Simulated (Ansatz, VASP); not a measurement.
BaTe in VASP and in Ansatz

File POSCAR:

```
BaTe
1.0
    0.0000000000      4.0906872239      4.0906872239
    4.0906872239      0.0000000000      4.0906872239
    4.0906872239      4.0906872239      0.0000000000
Ba Te
1 1
Direct
    0.0000000000      0.0000000000      0.0000000000
    0.2500000000      0.2500000000      0.2500000000
```

INCAR.step1

```
SYSTEM = BaTe
PREC = Accurate ; ENCUT = 520
EDIFF = 1E-5 ; ISMEAR = 0
SIGMA = 0.01 ; LREAL = .FALSE.
LASPH = .TRUE. ; NELM = 100
ALGO = Normal ; ISIF = 2
LWAVE = .TRUE. ; LCHARG = .FALSE.
NBANDS = 15 ; GGA = PE
```

INCAR.step2

```
SYSTEM = BaTe
PREC = Accurate ; ENCUT = 520
EDIFF = 1E-6 ; ISMEAR = 0
SIGMA = 0.01 ; LREAL = .FALSE.
LASPH = .TRUE. ; NELM = 100
ALGO = Normal ; ISIF = 2
LWAVE = .FALSE. ; LCHARG = .FALSE.
GGA = PE ; LHFCALC = .TRUE.
HFSCREEN = 0.2079 ; PRECFOCK = Normal
NBANDS = 15 ; ISTART = 1
```

KPOINTS

```
regular mesh
0
G
  4 4 4
  0 0 0
```

Input for Ansatz:

```yaml
crystal:
  lattice:
    - [0.0, 4.0906872239, 4.0906872239]
    - [4.0906872239, 0.0, 4.0906872239]
    - [4.0906872239, 4.0906872239, 0.0]
  atoms:
    - { symbol: Ba, position: [0.0, 0.0, 0.0] }
    - { symbol: Te, position: [0.25, 0.25, 0.25] }
kpoints:
  mp_grid: { grid: [4, 4, 4] }
  band_path:
    path:
      - [0.0, 0.0, 0.0]
      - [-0.5, -0.5, 0.0]
      - [-0.375, -0.375, 0.25]
      - [-0.375, 0.0, 0.375]
      - [0.0, 0.0, 0.5]
      - [-0.5, -0.25, 0.25]
      - [0.25, -0.5, -0.25]
    npoints: 1
hamiltonian:
  xc: hse06
scf:
  occupations: { method: fixed }
  n_extra_bands: 4
output:
  forces: true
  stress: true
  eigenvalues: true
```

Change from the starting cell: hydrostatic strain +4.5%.

Alike in both runs: task single point; functional HSE06; k mesh 4 × 4 × 4; no spin polarisation.

```csv
,VASP,Ansatz
version,VASP 6.6.1,Ansatz 0.2.0
potentials or method,"VASP PAW PBE potentials, release 64 (Ba_sv, Te)","plane waves, PAW"
plane-wave cutoff (eV),520,420
occupations,"gaussian, width 0.01 eV",fixed
valence electrons in the cell,16,26
```

Ansatz gave:

| Property | Result |
| --- | --- |
| gap on the k mesh at the Fermi level (eV) | 3.09 |
| pressure (GPa) | -2.0 |

Which values does VASP return?

gap on the k mesh at the Fermi level (eV): 3.07; pressure (GPa): -2.0.

VASP's potentials hold 16 valence electrons a cell and Ansatz's 26, so a difference there can come from the potentials and not from the codes. Ansatz's warnings: stress exchange threshold loose, stress scf threshold loose.

Neither program's run includes spin-orbit coupling.
